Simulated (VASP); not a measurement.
Write the native input for VASP 6.6.1 that does the following.

* Task: relaxation of cell and atoms
* Functional: PBE
* Potentials or basis: VASP PAW PBE potentials, release 64 (As)
* Cutoff: 600 eV
* k mesh: 8 × 8 × 6
* Occupations: gaussian, width 0.1 eV
* Spin: no spin polarisation
* Dipole correction: no
* Further INCAR settings: ALGO = Normal; EDIFF = 1e-06; IBRION = 2; EDIFFG = -0.04; NSW = 90; ISIF = 3

The structure of As lies in POSCAR:

```
As
1.0
    1.3148609958     -2.6829709431      0.0000000000
    1.3148609958      2.6829709431      0.0000000000
    0.0000000000      0.0000000000      2.9542649980
As
1
Direct
    0.5000000000      0.5000000000      0.0000000000
```

The input as run:

INCAR

```
SYSTEM = As
PREC = Accurate ; ENCUT = 600
EDIFF = 1E-6 ; ISMEAR = 0
SIGMA = 0.1 ; LREAL = .False.
LASPH = .True. ; NELM = 80
ALGO = Normal ; ISIF = 3
LWAVE = .False. ; LCHARG = .False.
GGA = PE ; IBRION = 2
NSW = 90 ; EDIFFG = -0.04
```

KPOINTS

```
Automatic mesh
0
Gamma
  8 8 6
  0 0 0
```

Potentials or basis: VASP PAW PBE potentials, release 64 (As).

Run with:

```console
$ cat potpaw_PBE.64/As/POTCAR > POTCAR
$ mpirun -np 1 vasp_std > vasp.out
```

Results of the run:

| Property | Result |
| --- | --- |
| Relaxed volume | 20.52 Å³/atom |
| Relaxed cell | a = 2.919 Å, b = 2.919 Å, c = 2.707 Å, α = 90.00°, β = 90.00°, γ = 117.22° |
| Space group after relaxing (to 0.05 Å) | Cmmm (No. 65) |
| Energy gained by relaxing | 151.0 meV/atom |
| Ionic steps | 13 |
| Pressure after relaxing | -0.2 GPa |

Wall time 54 s on 1 thread of Intel Xeon 6975P-C, on a shared host, peak memory 0.15 GiB.
